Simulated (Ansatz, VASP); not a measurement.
**Two plane-wave programs on SnTe**

File INCAR:

```
ALGO = Normal ; EDIFF = 1E-7
ENCUT = 520 ; GGA = PE
ISIF = 2 ; ISMEAR = -1
LASPH = T ; LCHARG = F
LREAL = F ; LWAVE = F
NBANDS = 17 ; NELM = 100
PREC = Accurate ; SIGMA = 0.02
```

KPOINTS

```
k-points
0
Gamma
  5 5 5
```

The input POSCAR:

```
SnTe
1.0
    3.8918236295      0.0000000000      0.0000000000
    0.0000000000      3.8918236295      0.0000000000
    0.0000000000      0.0000000000      3.8918236295
Sn Te
1 1
Direct
    0.0000000000      0.0000000000      0.0000000000
    0.5000000000      0.5000000000      0.5000000000
```

Input for Ansatz:

```yaml
crystal:
  lattice:
    - [3.8918236295, 0.0, 0.0]
    - [0.0, 3.8918236295, 0.0]
    - [0.0, 0.0, 3.8918236295]
  atoms:
    - { symbol: Sn, position: [0.0, 0.0, 0.0] }
    - { symbol: Te, position: [0.5, 0.5, 0.5] }
kpoints:
  mp_grid: { grid: [5, 5, 5] }
hamiltonian:
  xc: pbe
scf:
  occupations: { method: fermi_dirac, width: 0.02 }
  n_extra_bands: 4
output:
  forces: true
  stress: true
  eigenvalues: true
```

Alike in both runs: task single point; functional PBE; k mesh 5 × 5 × 5; occupations fermi-dirac, width 0.02 eV; no spin polarisation.

```csv
,VASP,Ansatz
version,VASP 6.6.1,Ansatz 0.2.0
potentials or method,"VASP PAW PBE potentials, release 64 (Sn_d, Te)",plane waves
plane-wave cutoff (eV),520,420
valence electrons in the cell,20,30
```

|  | VASP | Ansatz | Ansatz less VASP |
| --- | --- | --- | --- |
| pressure (GPa) | -0.1 | -0.1 | +0.03 |

The functional is the same, so the differences come from potentials, cutoffs and numerics. VASP's potentials hold 20 valence electrons a cell and Ansatz's 30, so a difference there can come from the potentials and not from the codes.

Neither program's run includes spin-orbit coupling.
